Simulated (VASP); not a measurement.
# Sc: single point with PBE

Crystal: Sc.

```
Sc
1.0
     3.40806    0.00000    0.00000
    -1.70403    2.95147    0.00000
     0.00000    0.00000    5.10996
Sc
2
Direct
  0.33333 0.66667 0.25000
  0.66667 0.33333 0.75000
```

This cell differs from its parent crystal: strain +0.030 along x and y, -0.030 along z.

* Program: VASP 6.6.1
* Task: single point
* Functional: PBE
* Potentials or basis: VASP PAW PBE potentials, release 64 (Sc_sv)
* Cutoff: 520 eV
* k mesh: 18 × 18 × 10
* Occupations: gaussian, width 0.15 eV
* Spin: no spin polarisation
* Dipole correction: no
* Further INCAR settings: ALGO = Fast; EDIFF = 1e-06; NBANDS = 18

```json
{
 "Pressure": "-2.1 GPa",
 "Band gap on the k mesh": "zero (bands 11 and 12 overlap by 1.58 eV)"
}
```

Stress tensor (GPa, compression positive):
```
-2.99  0.00  0.00
 0.00 -2.99  0.00
 0.00  0.00 -0.23
```

Levels at points of the mesh, in eV from the Fermi level:
| k point | band 9 | band 10 | band 11 | band 12 | band 13 | band 14 |
| --- | --- | --- | --- | --- | --- | --- |
| (0.00, 0.00, 0.00) | -5.03 | -1.50 | 0.81 | 1.51 | 1.51 | 1.98 |
| (0.50, 0.00, 0.00) | -1.65 | -1.03 | -0.56 | -0.44 | 1.18 | 1.36 |
| (0.00, 0.00, 0.50) | -3.46 | -3.46 | 1.09 | 1.09 | 1.38 | 1.38 |
| (0.50, 0.00, 0.50) | -1.40 | -1.40 | 0.09 | 0.09 | 1.24 | 1.24 |

Run time: 110 s on 1 thread of Intel(R) Xeon(R) 6975P-C (Granite Rapids), on a shared host, peak memory 0.29 GiB.

Caveat: the cell differs from its parent crystal (strain +0.030 along x and y, -0.030 along z).
